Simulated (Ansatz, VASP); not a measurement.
**Zr3S2 in VASP and in Ansatz**

INCAR

```
SYSTEM = Zr3S2
PREC = Accurate ; ENCUT = 520
EDIFF = 1E-7 ; ISMEAR = 0
SIGMA = 0.1 ; LREAL = .False.
LASPH = .True. ; NELM = 150
ALGO = Normal ; ISIF = 2
LWAVE = .False. ; LCHARG = .False.
ISPIN = 2 ; MAGMOM = 1 1 1 0 0
LORBIT = 11 ; LMAXMIX = 4
GGA = PE ; NBANDS = 36
```

Contents of KPOINTS:

```
Automatic mesh
0
Gamma
  6 6 2
  0 0 0
```

Contents of POSCAR:

```
Zr3S2
1.0
    3.5761061664      0.0000000000      0.0000000000
   -1.7880530832      3.0969987867      0.0000000000
    0.0000000000      0.0000000000      8.7588455028
Zr S
3 2
Direct
    0.0000000000      0.0000000000      0.0000000000
    0.6666666667      0.3333333333      0.3523486218
    0.3333333333      0.6666666667      0.6476513782
    0.6666666667      0.3333333333      0.8212434089
    0.3333333333      0.6666666667      0.1787565911
```

Input for Ansatz:

```yaml
crystal:
  lattice:
    - [3.5761061664, 0.0, 0.0]
    - [-1.7880530832, 3.0969987867, 0.0]
    - [0.0, 0.0, 8.7588455028]
  atoms:
    - { symbol: Zr, position: [0.0, 0.0, 0.0], spin: 1.0 }
    - { symbol: Zr, position: [0.6666666667, 0.3333333333, 0.3523486218], spin: 1.0 }
    - { symbol: Zr, position: [0.3333333333, 0.6666666667, 0.6476513782], spin: 1.0 }
    - { symbol: S, position: [0.6666666667, 0.3333333333, 0.8212434089] }
    - { symbol: S, position: [0.3333333333, 0.6666666667, 0.1787565911] }
basis:
  ecutwfc: 420
kpoints:
  mp_grid: { grid: [6, 6, 2] }
hamiltonian:
  xc: pbe
scf:
  occupations: { method: gaussian, width: 0.1 }
  lower_state_search: "off"
output:
  forces: true
  stress: true
  eigenvalues: true
  populations: true
magnetization:
  spin_polarized: true
```

Change from the starting cell: built by hand: Rocksalt with ordered S-layer vacancies (P-3m1, No. 164).

Alike in both runs: task single point; functional PBE; k mesh 6 × 6 × 2; occupations gaussian, width 0.1 eV; collinear spin.

```csv
,VASP,Ansatz
version,VASP 6.6.1,Ansatz 0.2.0
potentials or method,"VASP PAW PBE potentials, release 64 (Zr_sv, S), cutoff 520 eV","scalar-relativistic, plane waves, PAW"
valence electrons in the cell,48,48
```

|  | VASP | Ansatz | Ansatz less VASP |
| --- | --- | --- | --- |
| gap on the k mesh at the Fermi level (eV) | none | none | - |
| pressure (GPa) | 0.1 | 0.1 | -0.04 |
| traceless stress, the component that is largest in VASP (GPa) | -0.84 | -0.86 | -0.019 |
| rms of the force components (eV/Å) | 0.070 | 0.074 | +0.0045 |
| net moment per atom (μB) | 0.00 | 0.00 | 0.000 |

Atom by atom the forces differ by 0.005 eV/Å (rms over components). A gap of «none» marks a metal or a gap that the smearing closes. Ansatz's warnings: seeded moment not kept.
